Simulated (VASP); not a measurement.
# ScAl (P4mm) in VASP: single point with r2SCAN

Aim: the single point of ScAl with r2SCAN.

Everything below comes from runs of VASP 6.6.1. Logs are shortened: lines on timing, memory, paths and dates and some standing lists are left out, and cuts for length are marked.

## Step 1: The cell of the first run

Symmetry: P4mm, No. 99, tetragonal system. Conventional cell: a = 3.370 Å, b = 3.370 Å, c = 3.370 Å, α = 90.00°, β = 90.00°, γ = 90.00°. Within 3.8 Å of Sc (site symmetry 4mm) lie 8 Al at 2.88 to 2.96 Å and 6 Sc at 3.37 Å. Within 3.8 Å of Al (site symmetry 4mm) lie 8 Sc at 2.88 to 2.96 Å and 6 Al at 3.37 Å.

## Step 2: Single point, r2SCAN (all Sc atoms moved +0.062 Å, as atom 1 along Cartesian [0 0 1])

Input file POSCAR:

```
ScAl
1.0
    3.3703489700      0.0000000000      0.0000000000
    0.0000000000      3.3703489700      0.0000000000
    0.0000000000      0.0000000000      3.3703489700
Sc Al
1 1
Direct
    0.5000000000      0.5000000000      0.5185440738
    0.0000000000      0.0000000000      0.0000000000
```

Input file INCAR.step1:

```
PREC = Accurate
ENCUT = 520
ISMEAR = 0
SIGMA = 0.15
LREAL = False
LASPH = True
NELM = 60
NBANDS = 14
GGA = PE
ALGO = Normal
EDIFF = 1E-4
LWAVE = True
LCHARG = False
```

Input file INCAR.step2:

```
PREC = Accurate
ENCUT = 520
EDIFF = 1E-6
ISMEAR = 0
SIGMA = 0.15
LREAL = False
LASPH = True
NELM = 60
ALGO = Normal
ISIF = 2
LWAVE = False
LCHARG = False
METAGGA = R2SCAN
LMIXTAU = True
NBANDS = 14
ISTART = 1
```

Input file KPOINTS:

```
Automatic mesh
0
Gamma
  14 14 14
```

Potentials or basis: VASP PAW PBE potentials, release 64 (Sc_sv, Al).

On the command line:

```
$ cat potpaw_PBE.64/Sc_sv/POTCAR potpaw_PBE.64/Al/POTCAR > POTCAR
$ cp INCAR.step1 INCAR
$ mpirun -np 1 vasp_std > vasp.out
$ cp INCAR.step2 INCAR
$ mpirun -np 1 vasp_std > vasp.out
```

OUTCAR:

```text
PREC = Accurate
   ENCUT = 520
   EDIFF = 1E-6
   ISMEAR = 0
   LREAL = False
   LASPH = True
   NELM = 60
   ISIF = 2
   METAGGA = R2SCAN
   ISTART = 1

 ion  position               nearest neighbor table
   1  0.500  0.500  0.519-   2 2.88   2 2.88   2 2.88   2 2.88   2 2.96   2 2.96   2 2.96   2 2.96

   2  0.000  0.000  0.000-   1 2.88   1 2.88   1 2.88   1 2.88   1 2.96   1 2.96   1 2.96   1 2.96

  LATTYP: Found a simple cubic cell.
 ALAT       =     3.3703489700

  Lattice vectors:

 A1 = (   3.3703489700,   0.0000000000,   0.0000000000)
 A2 = (   0.0000000000,   3.3703489700,   0.0000000000)
 A3 = (   0.0000000000,   0.0000000000,   3.3703489700)

Analysis of symmetry for initial positions (statically):
=====================================================================
 Subroutine PRICEL returns:
 Original cell was already a primitive cell.

 Routine SETGRP: Setting up the symmetry group for a
 simple cubic supercell.

 Subroutine GETGRP returns: Found  8 space group operations
 (whereof  8 operations were pure point group operations)
 out of a pool of 48 trial point group operations.

The static configuration has the point symmetry C_4v.

Analysis of symmetry for dynamics (positions and initial velocities):
=====================================================================
 Subroutine PRICEL returns:
 Original cell was already a primitive cell.

 Routine SETGRP: Setting up the symmetry group for a
 simple cubic supercell.

 Subroutine GETGRP returns: Found  8 space group operations
 (whereof  8 operations were pure point group operations)
 out of a pool of 48 trial point group operations.

The dynamic configuration has the point symmetry C_4v.

 Subroutine INISYM returns: Found  8 space group operations
 (whereof  8 operations are pure point group operations),
 and found     1 'primitive' translations

----------------------------------------------------------------------------------------

                                     Primitive cell

  volume of cell :      38.2846

  direct lattice vectors                    reciprocal lattice vectors
     3.370348970  0.000000000  0.000000000     0.296705181  0.000000000  0.000000000
     0.000000000  3.370348970  0.000000000     0.000000000  0.296705181  0.000000000
     0.000000000  0.000000000  3.370348970     0.000000000  0.000000000  0.296705181

  length of vectors
     3.370348970  3.370348970  3.370348970     0.296705181  0.296705181  0.296705181

  position of ions in fractional coordinates (direct lattice)
     0.500000000  0.500000000  0.518544074
     0.000000000  0.000000000  0.000000000

  ion indices of the primitive-cell ions
   primitive index   ion index
                 1           1
                 2           2

----------------------------------------------------------------------------------------

 KPOINTS: Automatic mesh

Automatic generation of k-mesh.
 Grid dimensions read from file:
 generate k-points for:   14   14   14

 Generating k-lattice:

  Cartesian coordinates                     Fractional coordinates (reciprocal lattice)
     0.021193227  0.000000000  0.000000000     0.071428571  0.000000000  0.000000000
     0.000000000  0.021193227  0.000000000     0.000000000  0.071428571  0.000000000
     0.000000000  0.000000000  0.021193227     0.000000000  0.000000000  0.071428571

  Length of vectors
     0.021193227  0.021193227  0.021193227

  Shift w.r.t. Gamma in fractional coordinates (k-lattice)
     0.000000000  0.000000000  0.000000000

 Subroutine IBZKPT returns following result:
 ===========================================

 Found    288 irreducible k-points:

 Following reciprocal coordinates:
            Coordinates               Weight
  0.000000  0.000000  0.000000      1.000000
  0.071429  0.000000  0.000000      4.000000
  0.000000  0.000000  0.071429      2.000000
  0.142857  0.000000  0.000000      4.000000
  0.000000  0.000000  0.142857      2.000000
  0.214286  0.000000  0.000000      4.000000
[... 16 lines left out ...]
  0.071429  0.000000  0.214286      8.000000
  0.285714  0.071429  0.000000      8.000000
 [... further k-points ...]
   k-points           NKPTS =    288   k-points in BZ     NKDIM =    288   number of bands    NBANDS=     14
   number of dos      NEDOS =    301   number of ions     NIONS =      2
   total plane-waves  NPLWV =  21952
   dimension x,y,z NGX =    28 NGY =   28 NGZ =   28
   dimension x,y,z NGXF=    56 NGYF=   56 NGZF=   56
   ions per type =               1   1
   NGX,Y,Z   is equivalent  to a cutoff of  13.81, 13.81, 13.81 a.u.
   NGXF,Y,Z  is equivalent  to a cutoff of  27.62, 27.62, 27.62 a.u.
 SYSTEM =  unknown system
   PREC   = accura    normal or accurate (medium, high low for compatibility)
   ISTART =      1    job   : 0-new  1-cont  2-samecut
   ICHARG =      0    charge: 1-file 2-atom 10-const
   ISPIN  =      1    spin polarized calculation?
   LNONCOLLINEAR =      F non collinear calculations
   LSORBIT =      F    spin-orbit coupling
   LASPH  =      T    aspherical Exc in radial PAW
   ENCUT  =  520.0 eV  38.22 Ry    6.18 a.u.   6.27  6.27  6.27*2*pi/ulx,y,z
   NELM   =     60;   NELMIN=  2; NELMDL=  0     # of ELM steps
   EDIFF  = 0.1E-05   stopping-criterion for ELM
   LREAL  =      F    real-space projection
   EDIFFG = 0.1E-04   stopping-criterion for IOM
   NSW    =      0    number of steps for IOM
   IBRION =     -1    ionic relax: 0-MD 1-quasi-New 2-CG
   NFREE  =      0    steps in history (QN), initial steepest desc. (CG)
   ISIF   =      2    stress and relaxation
   ISYM   =      2    0-nonsym 1-usesym 2-fastsym
   POTIM  = 0.5000    time-step for ionic-motion
   TEBEG  =    0.0;   TEEND  =   0.0 temperature during run
   PSTRESS=    0.0 pullay stress
   NELECT =      14.0000    total number of electrons
   NUPDOWN=      -1.0000    fix difference up-down
   EMIN   =  10.00;   EMAX   =-10.00  energy-range for DOS
   EFERMI =   0.00;   METHOD = LEGACY
   ISMEAR =     0;   SIGMA  =   0.15  broadening in eV -4-tet -1-fermi 0-gaus
   EFERMI_NEDOS =   21; number of points for ismear=-14 and -15
   IALGO  =     38    algorithm
   IMIX   =      4    mixing-type and parameters
     AMIX     =   0.40;   BMIX     =  1.00
     AMIX_MAG =   1.60;   BMIX_MAG =  1.00
  volume/ion in A,a.u.               =      19.14       129.18
  Fermi-wavevector in a.u.,A,eV,Ry     =   1.170692  2.212287 18.647052  1.370520
  Thomas-Fermi vector in A             =   2.307147
   LORBIT       =      0    0 simple, 1 ext, 2 COOP (PROOUT), +10 PAW based schemes
   METAGGA = R2SCAN    functional components
   LHFCALC =     F    Hartree Fock is set to
   AEXX    =    0.0000 exact exchange contribution
   IVDW    =     0    specifies the selected vdW correction
   LEPSILON=     F    determine dielectric tensor
   LRPA    =     F    only Hartree local field effects (RPA)
 non-spin polarized calculation
 Gauss-broadening in eV      SIGMA  =   0.15
  energy-cutoff  :      520.00
  volume of cell :       38.28
 maximum number of plane-waves:      1064
 NGX is ok and might be reduce to    28
   NGX = 13   NGY = 13   NGZ = 13

 number of electron      14.0000002 magnetization

 Free energy of the ion-electron system (eV)
  ---------------------------------------------------
  ext. energy  EPLUGINS =         0.00000000
  ---------------------------------------------------
  free energy    TOTEN  =       -19.05323161 eV

  energy without entropy =      -19.04468475  energy(sigma->0) =      -19.04895818

 E-fermi :   6.1708     XC(G=0): -11.0274

 val. band max:        6.1555936761   @ k =   0.3571   0.0714   0.5000
 cond. band min:       6.1826923119   @ k =   0.0714   0.0000   0.3571
 fundamental gap:      0.0270986357
 Fermi energy:         6.1708142338

 k-point     1 :       0.0000    0.0000    0.0000
  band No.  band energies     occupation
      1     -45.4526      2.00000
      2     -23.0650      2.00000
      3     -23.0647      2.00000
      4     -23.0647      2.00000
      5      -2.8959      2.00000
      6       5.4344      2.00000
      7       5.4360      2.00000
      8       9.0923      0.00000
      9       9.0923      0.00000
     10       9.0982      0.00000
     11      10.0284      0.00000
     12      10.0284      0.00000
     13      10.0311      0.00000
     14      15.0189      0.00000

 k-point     2 :       0.0714    0.0000    0.0000
  band No.  band energies     occupation
      1     -45.4518      2.00000
      2     -23.0742      2.00000
      3     -23.0642      2.00000
      4     -23.0639      2.00000
      5      -2.8187      2.00000
      6       5.3481      2.00000
      7       5.4757      2.00000
      8       8.8012      0.00000
      9       8.8078      0.00000
     10       9.1120      0.00000
     11       9.8023      0.00000
     12      10.3683      0.00000
     13      10.3831      0.00000
     14      14.8859      0.00000

 k-point     3 :       0.0000    0.0000    0.0714
  band No.  band energies     occupation
      1     -45.4518      2.00000
      2     -23.0745      2.00000
      3     -23.0639      2.00000
      4     -23.0639      2.00000
      5      -2.8188      2.00000
      6       5.3469      2.00000
      7       5.4768      2.00000
      8       8.8041      0.00000
      9       8.8041      0.00000
     10       9.1096      0.00000
     11       9.8196      0.00000
     12      10.3676      0.00000
     13      10.3676      0.00000
     14      14.8951      0.00000

 k-point     4 :       0.1429    0.0000    0.0000
  band No.  band energies     occupation
      1     -45.4496      2.00000
      2     -23.1007      2.00000
      3     -23.0618      2.00000
      4     -23.0615      2.00000
      5      -2.5896      2.00000
      6       5.0361      2.00000
      7       5.5944      2.00000
      8       8.3316      0.00000
      9       8.3412      0.00000
     10       9.1442      0.00000
     11       9.4439      0.00000
     12      10.9947      0.00000
     13      11.0067      0.00000
     14      14.5104      0.00000

 k-point     5 :       0.0000    0.0000    0.1429
  band No.  band energies     occupation
      1     -45.4496      2.00000
      2     -23.1009      2.00000
      3     -23.0615      2.00000
      4     -23.0615      2.00000
      5      -2.5898      2.00000
      6       5.0347      2.00000
      7       5.5952      2.00000
      8       8.3355      0.00000
      9       8.3355      0.00000
     10       9.1419      0.00000
     11       9.4587      0.00000
[... 276 lines left out ...]
 k-point    22 :       0.0000    0.2143    0.0714
  band No.  band energies     occupation
      1     -45.4458      2.00000
      2     -23.1377      2.00000
      3     -23.0676      2.00000
      4     -23.0572      2.00000
      5      -2.1433      2.00000
      6       4.4790      2.00000
      7       5.7147      1.99998
      8       7.6973      0.00000
      9       7.9011      0.00000
     10       9.0674      0.00000
     11       9.4728      0.00000
     12      11.4165      0.00000
     13      11.8769      0.00000
     14      14.1638      0.00000

 k-point    23 :       0.0714    0.0000    0.2143
  band No.  band energies     occupation
      1     -45.4458      2.00000
      2     -23.1379      2.00000
      3     -23.0673      2.00000
      4     -23.0572      2.00000
      5      -2.1436      2.00000
      6       4.4778      2.00000
      7       5.7150      1.99998
      8       7.6938      0.00000
      9       7.9056      0.00000
     10       9.0651      0.00000
     11       9.4825      0.00000
     12      11.4065      0.00000
     13      11.8741      0.00000
     14      14.1713      0.00000

 k-point    24 :       0.2857    0.0714    0.0000
  band No.  band energies     occupation
      1     -45.4424      2.00000
      2     -23.1795      2.00000
      3     -23.0634      2.00000
      4     -23.0537      2.00000
      5      -1.6400      2.00000
      6       3.6476      2.00000
      7       5.9423      1.96881
      8       7.3853      0.00000
      9       7.5621      0.00000
     10       9.1256      0.00000
     11       9.5431      0.00000
     12      12.0534      0.00000
     13      12.6232      0.00000
     14      13.6403      0.00000

 [... further k-points ...]
[... 5 lines left out ...]
  --------------------------------------------------------------------------------------
  -------------------------------------------------------------------------------------
  Total        0.0606552      0.0606552      0.0439684      0.0000000     -0.0000000      0.0000000
  in kB        2.5383637      2.5383637      1.8400366      0.0000000     -0.0000000      0.0000000
  external PRESSURE =       2.3055880 kB  Pullay stress =       0.0000000 kB

 VOLUME and BASIS-vectors are now :
 -----------------------------------------------------------------------------
  energy-cutoff  :      520.00
  volume of cell :       38.28
      direct lattice vectors                 reciprocal lattice vectors
     3.370348970  0.000000000  0.000000000     0.296705181  0.000000000  0.000000000
     0.000000000  3.370348970  0.000000000     0.000000000  0.296705181  0.000000000
     0.000000000  0.000000000  3.370348970     0.000000000  0.000000000  0.296705181

 POSITION                                       TOTAL-FORCE (eV/Angst)
 -----------------------------------------------------------------------------------
      1.68517      1.68517      1.74767         0.000000     -0.000000     -0.336817
      0.00000      0.00000      0.00000        -0.000000      0.000000      0.336817
 -----------------------------------------------------------------------------------
    total drift:                                0.000000      0.000000     -0.000196

  FREE ENERGIE OF THE ION-ELECTRON SYSTEM (eV)
  ---------------------------------------------------
  free  energy   TOTEN  =       -19.0532316064 eV

  energy  without entropy=      -19.0446847491  energy(sigma->0) =      -19.04895818
```

Run time: 2.9 min. Hardware: 1 thread of Intel Xeon 6975P-C (Granite Rapids), shared host; peak memory 0.29 GiB.

What came out:

| Item | Value |
| --- | --- |
| Free energy | -19.0532 eV |
| Pressure | 0.2 GPa |
| Largest force | 0.337 eV/Å |
| Band gap on the k mesh | zero (bands 7 and 8 overlap by 1.25 eV) |

Forces on the atoms (eV/Å):
```
Sc   0.000  0.000 -0.337
Al   0.000  0.000  0.337
```

Levels at points of the mesh, in eV from the Fermi level:
```tsv
k point	band 5	band 6	band 7	band 8	band 9	band 10
(0.00, 0.00, 0.00)	-9.07	-0.74	-0.73	2.92	2.92	2.93
(0.50, 0.00, 0.00)	-6.12	-4.94	0.31	0.86	0.87	3.17
(0.00, 0.00, 0.50)	-6.12	-4.94	0.31	0.87	0.87	3.17
(0.50, 0.50, 0.00)	-4.99	-2.18	-2.18	-0.89	1.68	1.68
(0.00, 0.50, 0.50)	-4.99	-2.19	-2.18	-0.89	1.67	1.67
(0.50, 0.50, 0.50)	-2.78	-2.77	-2.77	-0.33	2.88	2.88
```

Caveat: the cell differs from its parent crystal (all Sc atoms moved +0.062 Å, as atom 1 along Cartesian [0 0 1]); the PAW data sets were made with another functional, which shifts forces and pressure a little.
